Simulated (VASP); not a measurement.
# LiF (Fm-3m) in VASP: notebook

The runs below take LiF through single point, relaxation of cell and atoms, with r2SCAN.

Program: VASP 6.6.1. These are calculated values, not measurements. Logs are shortened: lines on timing, memory, paths and dates and some standing lists are left out, and cuts for length are marked.

## 1. The cell of the first run

It takes space group Fm-3m (No. 225, cubic). Conventional cell: a = 3.990 Å, b = 3.990 Å, c = 3.990 Å, α = 90.00°, β = 90.00°, γ = 90.00°. Li (site symmetry m-3m) has 6 F at 1.99 Å within 2.6 Å. Within 2.6 Å of F (site symmetry m-3m) lie 6 Li at 1.99 Å.

## 2. Single point, r2SCAN

Input file POSCAR:

```
LiF
1.0
    0.0000000000      1.9948986626      1.9948986626
    1.9948986626      0.0000000000      1.9948986626
    1.9948986626      1.9948986626      0.0000000000
Li F
1 1
Direct
    0.0000000000      0.0000000000      0.0000000000
    0.5000000000      0.5000000000      0.5000000000
```

Input file INCAR.step1:

```
PREC = Accurate
ENCUT = 520
ISMEAR = 0
SIGMA = 0.02
LREAL = False
LASPH = True
NELM = 60
NBANDS = 12
GGA = PE
ALGO = Normal
EDIFF = 1E-4
LWAVE = True
LCHARG = False
```

Input file INCAR.step2:

```
PREC = Accurate
ENCUT = 520
EDIFF = 1E-6
ISMEAR = 0
SIGMA = 0.02
LREAL = False
LASPH = True
NELM = 60
ALGO = Normal
ISIF = 2
LWAVE = False
LCHARG = True
METAGGA = R2SCAN
LMIXTAU = True
LELF = True
LVHAR = True
NBANDS = 12
ISTART = 1
```

Input file KPOINTS:

```
Automatic mesh
0
Gamma
  10 10 10
```

Potentials or basis: VASP PAW PBE potentials, release 64 (Li_sv, F).

On the command line:

```sh
cat potpaw_PBE.64/Li_sv/POTCAR potpaw_PBE.64/F/POTCAR > POTCAR
cp INCAR.step1 INCAR
mpirun -np 1 vasp_std > vasp.out
cp INCAR.step2 INCAR
mpirun -np 1 vasp_std > vasp.out
```

OUTCAR:

```text
PREC = Accurate
   ENCUT = 520
   EDIFF = 1E-6
   ISMEAR = 0
   LREAL = False
   LASPH = True
   NELM = 60
   ISIF = 2
   METAGGA = R2SCAN
   ISTART = 1

 ion  position               nearest neighbor table
   1  0.000  0.000  0.000-   2 1.99   2 1.99   2 1.99   2 1.99   2 1.99   2 1.99
   2  0.500  0.500  0.500-   1 1.99   1 1.99   1 1.99   1 1.99   1 1.99   1 1.99

  LATTYP: Found a face centered cubic cell.
 ALAT       =     3.9897973252

  Lattice vectors:

 A1 = (   0.0000000000,   1.9948986626,   1.9948986626)
 A2 = (   1.9948986626,   0.0000000000,   1.9948986626)
 A3 = (   1.9948986626,   1.9948986626,   0.0000000000)

Analysis of symmetry for initial positions (statically):
=====================================================================
 Subroutine PRICEL returns:
 Original cell was already a primitive cell.

 Routine SETGRP: Setting up the symmetry group for a
 face centered cubic supercell.

 Subroutine GETGRP returns: Found 48 space group operations
 (whereof 48 operations were pure point group operations)
 out of a pool of 48 trial point group operations.

The static configuration has the point symmetry O_h .

Analysis of symmetry for dynamics (positions and initial velocities):
=====================================================================
 Subroutine PRICEL returns:
 Original cell was already a primitive cell.

 Routine SETGRP: Setting up the symmetry group for a
 face centered cubic supercell.

 Subroutine GETGRP returns: Found 48 space group operations
 (whereof 48 operations were pure point group operations)
 out of a pool of 48 trial point group operations.

The dynamic configuration has the point symmetry O_h .

 Subroutine INISYM returns: Found 48 space group operations
 (whereof 48 operations are pure point group operations),
 and found     1 'primitive' translations

----------------------------------------------------------------------------------------

                                     Primitive cell

  volume of cell :      15.8779

  direct lattice vectors                    reciprocal lattice vectors
     0.000000000  1.994898663  1.994898663    -0.250639298  0.250639298  0.250639298
     1.994898663  0.000000000  1.994898663     0.250639298 -0.250639298  0.250639298
     1.994898663  1.994898663  0.000000000     0.250639298  0.250639298 -0.250639298

  length of vectors
     2.821212744  2.821212744  2.821212744     0.434119998  0.434119998  0.434119998

  position of ions in fractional coordinates (direct lattice)
     0.000000000  0.000000000  0.000000000
     0.500000000  0.500000000  0.500000000

  ion indices of the primitive-cell ions
   primitive index   ion index
                 1           1
                 2           2

----------------------------------------------------------------------------------------

 KPOINTS: Automatic mesh

Automatic generation of k-mesh.
 Grid dimensions read from file:
 generate k-points for:   10   10   10

 Generating k-lattice:

  Cartesian coordinates                     Fractional coordinates (reciprocal lattice)
    -0.025063930  0.025063930  0.025063930     0.100000000  0.000000000  0.000000000
     0.025063930 -0.025063930  0.025063930     0.000000000  0.100000000  0.000000000
     0.025063930  0.025063930 -0.025063930     0.000000000  0.000000000  0.100000000

  Length of vectors
     0.043412000  0.043412000  0.043412000

  Shift w.r.t. Gamma in fractional coordinates (k-lattice)
     0.000000000  0.000000000  0.000000000

 Subroutine IBZKPT returns following result:
 ===========================================

 Found     47 irreducible k-points:

 Following reciprocal coordinates:
            Coordinates               Weight
  0.000000  0.000000  0.000000      1.000000
  0.100000  0.000000  0.000000      8.000000
  0.200000  0.000000  0.000000      8.000000
  0.300000  0.000000  0.000000      8.000000
  0.400000  0.000000  0.000000      8.000000
  0.500000  0.000000  0.000000      4.000000
[... 16 lines left out ...]
  0.300000  0.300000  0.000000      6.000000
  0.400000  0.300000  0.000000     24.000000
 [... further k-points ...]
   k-points           NKPTS =     47   k-points in BZ     NKDIM =     47   number of bands    NBANDS=     12
   number of dos      NEDOS =    301   number of ions     NIONS =      2
   total plane-waves  NPLWV =  13824
   dimension x,y,z NGX =    24 NGY =   24 NGZ =   24
   dimension x,y,z NGXF=    48 NGYF=   48 NGZF=   48
   ions per type =               1   1
   NGX,Y,Z   is equivalent  to a cutoff of  14.14, 14.14, 14.14 a.u.
   NGXF,Y,Z  is equivalent  to a cutoff of  28.29, 28.29, 28.29 a.u.
 SYSTEM =  unknown system
   PREC   = accura    normal or accurate (medium, high low for compatibility)
   ISTART =      1    job   : 0-new  1-cont  2-samecut
   ICHARG =      0    charge: 1-file 2-atom 10-const
   ISPIN  =      1    spin polarized calculation?
   LNONCOLLINEAR =      F non collinear calculations
   LSORBIT =      F    spin-orbit coupling
   LASPH  =      T    aspherical Exc in radial PAW
   ENCUT  =  520.0 eV  38.22 Ry    6.18 a.u.   5.25  5.25  5.25*2*pi/ulx,y,z
   NELM   =     60;   NELMIN=  2; NELMDL=  0     # of ELM steps
   EDIFF  = 0.1E-05   stopping-criterion for ELM
   LREAL  =      F    real-space projection
   EDIFFG = 0.1E-04   stopping-criterion for IOM
   NSW    =      0    number of steps for IOM
   IBRION =     -1    ionic relax: 0-MD 1-quasi-New 2-CG
   NFREE  =      0    steps in history (QN), initial steepest desc. (CG)
   ISIF   =      2    stress and relaxation
   ISYM   =      2    0-nonsym 1-usesym 2-fastsym
   POTIM  = 0.5000    time-step for ionic-motion
   TEBEG  =    0.0;   TEEND  =   0.0 temperature during run
   PSTRESS=    0.0 pullay stress
   NELECT =      10.0000    total number of electrons
   NUPDOWN=      -1.0000    fix difference up-down
   EMIN   =  10.00;   EMAX   =-10.00  energy-range for DOS
   EFERMI =   0.00;   METHOD = LEGACY
   ISMEAR =     0;   SIGMA  =   0.02  broadening in eV -4-tet -1-fermi 0-gaus
   EFERMI_NEDOS =   21; number of points for ismear=-14 and -15
   IALGO  =     38    algorithm
   IMIX   =      4    mixing-type and parameters
     AMIX     =   0.40;   BMIX     =  1.00
     AMIX_MAG =   1.60;   BMIX_MAG =  1.00
  volume/ion in A,a.u.               =       7.94        53.57
  Fermi-wavevector in a.u.,A,eV,Ry     =   1.403279  2.651813 26.792479  1.969192
  Thomas-Fermi vector in A             =   2.525957
   LORBIT       =      0    0 simple, 1 ext, 2 COOP (PROOUT), +10 PAW based schemes
   METAGGA = R2SCAN    functional components
   LHFCALC =     F    Hartree Fock is set to
   AEXX    =    0.0000 exact exchange contribution
   IVDW    =     0    specifies the selected vdW correction
   LEPSILON=     F    determine dielectric tensor
   LRPA    =     F    only Hartree local field effects (RPA)
 non-spin polarized calculation
 Gauss-broadening in eV      SIGMA  =   0.02
  energy-cutoff  :      520.00
  volume of cell :       15.88
 maximum number of plane-waves:       444
 NGX is ok and might be reduce to    24
   NGX = 11   NGY = 11   NGZ = 11

 number of electron       9.9999997 magnetization

 Free energy of the ion-electron system (eV)
  ---------------------------------------------------
  ext. energy  EPLUGINS =         0.00000000
  ---------------------------------------------------
  free energy    TOTEN  =       -11.90315799 eV

  energy without entropy =      -11.90315799  energy(sigma->0) =      -11.90315799

 E-fermi :  -1.1225     XC(G=0): -10.6972

 val. band max:       -1.4646478344   @ k =   0.0000   0.0000   0.0000
 cond. band min:       9.0879616228   @ k =   0.0000   0.0000   0.0000
 fundamental gap:     10.5526094572
 Fermi energy:        -1.1225073406

 k-point     1 :       0.0000    0.0000    0.0000
  band No.  band energies     occupation
      1     -43.4756      2.00000
      2     -22.6394      2.00000
      3      -1.4647      2.00000
      4      -1.4646      2.00000
      5      -1.4646      2.00000
      6       9.0880      0.00000
      7      24.3051      0.00000
      8      24.3051      0.00000
      9      24.3051      0.00000
     10      25.0269      0.00000
     11      25.0269      0.00000
     12      25.0280      0.00000

 k-point     2 :       0.1000    0.0000    0.0000
  band No.  band energies     occupation
      1     -43.4695      2.00000
      2     -22.6009      2.00000
      3      -1.7527      2.00000
      4      -1.4900      2.00000
      5      -1.4900      2.00000
      6       9.3667      0.00000
      7      21.4611      0.00000
      8      23.2608      0.00000
      9      23.2614      0.00000
     10      25.7278      0.00000
     11      25.7281      0.00000
     12      26.1486      0.00000

 k-point     3 :       0.2000    0.0000    0.0000
  band No.  band energies     occupation
      1     -43.4535      2.00000
      2     -22.4969      2.00000
      3      -2.4519      2.00000
      4      -1.5552      2.00000
      5      -1.5552      2.00000
      6       9.9844      0.00000
      7      18.9096      0.00000
      8      21.7051      0.00000
      9      21.7058      0.00000
     10      26.9817      0.00000
     11      26.9817      0.00000
     12      27.1749      0.00000
[... 286 lines left out ...]
 k-point    23 :       0.3000    0.3000    0.0000
  band No.  band energies     occupation
      1     -43.4218      2.00000
      2     -22.2168      2.00000
      3      -3.4164      2.00000
      4      -2.1628      2.00000
      5      -2.1628      2.00000
      6      12.2688      0.00000
      7      17.6395      0.00000
      8      19.5665      0.00000
      9      20.9298      0.00000
     10      20.9301      0.00000
     11      35.0236      0.00000
     12      35.4813      0.00000

 k-point    24 :       0.4000    0.3000    0.0000
  band No.  band energies     occupation
      1     -43.4100      2.00000
      2     -22.1045      2.00000
      3      -3.8571      2.00000
      4      -2.3810      2.00000
      5      -2.2670      2.00000
      6      13.0995      0.00000
      7      16.5899      0.00000
      8      19.0593      0.00000
      9      20.6838      0.00000
     10      21.6932      0.00000
     11      34.8535      0.00000
     12      35.4710      0.00000

 [... further k-points ...]
[... 5 lines left out ...]
  --------------------------------------------------------------------------------------
  -------------------------------------------------------------------------------------
  Total       -0.0757824     -0.0757824     -0.0757824      0.0000000      0.0000000      0.0000000
  in kB       -7.6469196     -7.6469196     -7.6469196      0.0000000      0.0000000      0.0000000
  external PRESSURE =      -7.6469196 kB  Pullay stress =       0.0000000 kB

 VOLUME and BASIS-vectors are now :
 -----------------------------------------------------------------------------
  energy-cutoff  :      520.00
  volume of cell :       15.88
      direct lattice vectors                 reciprocal lattice vectors
     0.000000000  1.994898663  1.994898663    -0.250639298  0.250639298  0.250639298
     1.994898663  0.000000000  1.994898663     0.250639298 -0.250639298  0.250639298
     1.994898663  1.994898663  0.000000000     0.250639298  0.250639298 -0.250639298

 POSITION                                       TOTAL-FORCE (eV/Angst)
 -----------------------------------------------------------------------------------
      0.00000      0.00000      0.00000         0.000000      0.000000     -0.000000
      1.99490      1.99490      1.99490        -0.000000     -0.000000      0.000000
 -----------------------------------------------------------------------------------
    total drift:                               -0.000000     -0.000000      0.000000

  FREE ENERGIE OF THE ION-ELECTRON SYSTEM (eV)
  ---------------------------------------------------
  free  energy   TOTEN  =       -11.9031579865 eV

  energy  without entropy=      -11.9031579865  energy(sigma->0) =      -11.90315799
```

Wall time 19 s (1 thread of Intel Xeon Platinum 8488C (Sapphire Rapids), shared host); peak memory 0.13 GiB.

What came out:

```
Free energy            : -11.9032 eV
Band gap on the k mesh : 10.55 eV, direct
```

Levels at points of the mesh, in eV from the valence-band top:
```tsv
k point	band 1	band 2	band 3	band 4	band 5	band 6	band 7	band 8	band 9	band 10
(0.00, 0.00, 0.00)	-42.01	-21.17	0.00	0.00	0.00	10.55	25.77	25.77	25.77	26.49
(0.50, 0.00, 0.00)	-41.95	-20.74	-2.58	-0.25	-0.25	11.99	18.50	20.68	20.68	32.82
(0.50, 0.50, 0.00)	-41.93	-20.46	-3.13	-1.05	-1.05	16.35	17.59	19.49	22.28	22.28
```

Caveat: the cutoff is under 1.25 times the usual one of these potentials, so pressure, stress and relaxed cells hold a basis-set (Pulay) error; the PAW data sets were made with another functional, which shifts forces and pressure a little. A k mesh can miss the band edges.

(Part 1 of 2 ends here.)
